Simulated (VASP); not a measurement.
## KTaO3: elastic constants with LDA

Crystal: KTaO3.

```
CELL_PARAMETERS angstrom
3.95198 0.00000 0.00000
0.00000 3.95198 0.00000
0.00000 0.00000 3.95198
ATOMIC_POSITIONS crystal
K 0.50000 0.50000 0.50000
Ta 0.00000 0.00000 0.00000
O 0.50000 0.00000 0.00000
O 0.00000 0.50000 0.00000
O 0.00000 0.00000 0.50000
```

```
Program                   : VASP 6.6.1
Task                      : elastic constants
Functional                : LDA
Potentials or basis       : VASP PAW LDA potentials, release 64 (K_sv, Ta_pv, O)
Cutoff                    : 600 eV
k mesh                    : 8 × 8 × 8
Occupations               : gaussian, width 0.01 eV
Spin                      : no spin polarisation
Dipole correction         : no
Ions in elastic constants : relaxed
Further INCAR settings    : ALGO = Normal; EDIFF = 1e-08; NBANDS = 27; IBRION = 6; POTIM = 0.015; NSW = 1; ISIF = 3
```

```
Elastic constants C11, C12, C44                         : 500, 83, 101 GPa
Voigt bulk modulus                                      : 222 GPa
Highest phonon frequency at Γ, LO-TO splitting left out : 566 cm⁻¹
```

Phonon frequencies in cm⁻¹ (negative: imaginary):
```csv
q point,frequencies
"(0.000, 0.000, 0.000)",-1 -1 -1 117 117 117 185 185 185 245 245 245 566 566 566
```

Elastic tensor in Voigt notation (GPa, in the Cartesian axes of the cell as first typed):
```
500  83  83   0   0   0
 83 500  83   0   0   0
 83  83 500   0   0   0
  0   0   0 101   0   0
  0   0   0   0 101   0
  0   0   0   0   0 101
```

Clamped-ion elastic tensor (GPa):
```
500  83  83   0   0   0
 83 500  83   0   0   0
 83  83 500   0   0   0
  0   0   0 101   0   0
  0   0   0   0 101   0
  0   0   0   0   0 101
```

It took 49 min on 1 thread of Oxide Virtual Turin-like Processor, on a shared host, peak memory 0.55 GiB.

Caveat: the cell is under stress, which shifts elastic constants.
